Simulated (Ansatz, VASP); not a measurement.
# Os in VASP and in Ansatz

```xyz
2
Lattice="2.7380 0.0000 0.0000 -1.3690 2.3712 0.0000 0.0000 0.0000 4.3204" Properties=species:S:1:pos:R:3 pbc="T T T"
Os    0.0000    1.5808    1.0801
Os    1.3690    0.7904    3.2403
```

Alike in both runs: functional r2SCAN; k mesh 18 × 18 × 10; occupations fermi-dirac, width 0.15 eV; no spin polarisation.

Ansatz relaxed the structure, and its values are those at the end. VASP's run is a single point on that final structure, the one shown.

```csv
,VASP,Ansatz
version,VASP 6.6.1,Ansatz 0.2.0
potentials or method,"VASP PAW PBE potentials, release 64 (Os_sv_GW), cutoff 550 eV","scalar-relativistic, plane waves, PAW"
valence electrons in the cell,32,32
```

```csv
,VASP,Ansatz,Ansatz less VASP
gap on the k mesh at the Fermi level (eV),none,none,-
pressure (GPa),-1.9,0.0,+1.93
```

VASP's potentials were made for PBE, not for r2SCAN. A gap of «none» marks a metal or a gap that the smearing closes.

Neither program's run includes spin-orbit coupling.
